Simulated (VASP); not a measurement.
A run of VASP 6.6.1 is set up as follows.

Contents of INCAR:

```
SYSTEM = AgPPd5
PREC = Accurate ; ENCUT = 500
EDIFF = 1E-6 ; ISMEAR = 0
SIGMA = 0.1 ; LREAL = .False.
LASPH = .True. ; NELM = 120
ALGO = Normal ; ISIF = 2
LWAVE = .False. ; LCHARG = .True.
LELF = .True. ; LVHAR = .True.
NBANDS = 42 ; GGA_COMPAT = .False.
```

File KPOINTS:

```
regular mesh
0
Gamma
  5 5 3
  0 0 0
```

File POSCAR:

```
AgPPd5
1.0
    3.9687750000      0.0000000000      0.0000000000
    0.0000000000      3.9687750000      0.0000000000
    0.0000000000      0.0000000000      7.0052250000
Ag P Pd
1 1 5
Direct
    0.5000000000      0.5000000000      0.0000000000
    0.0000000000      0.0000000000      0.5000000000
    0.0000000000      0.0000000000      0.0000000000
    0.5000000000      0.0000000000      0.6995300000
    0.0000000000      0.5000000000      0.3004700000
    0.0000000000      0.5000000000      0.6995300000
    0.5000000000      0.0000000000      0.3004700000
```

Potentials or basis: VASP PAW LDA potentials, release 64 (Ag, P, Pd).

Launch:

```sh
$ cat potpaw_LDA.64/Ag/POTCAR potpaw_LDA.64/P/POTCAR potpaw_LDA.64/Pd/POTCAR > POTCAR
$ mpirun -np 1 vasp_std > vasp.out
```

**Question.** Estimate the largest force.

**Answer.** 0.078 eV/Å.

**Question.** Predict the pressure.

**Answer.** -13.0 GPa.

**Question.** Predict the band gap on the k mesh.

**Answer.** Zero (bands 33 and 34 overlap by 0.73 eV).

Stress tensor (GPa, compression positive):
```
-12.90   0.00   0.00
  0.00 -12.90   0.00
  0.00   0.00 -13.19
```

Caveat: the cell stands under tension.
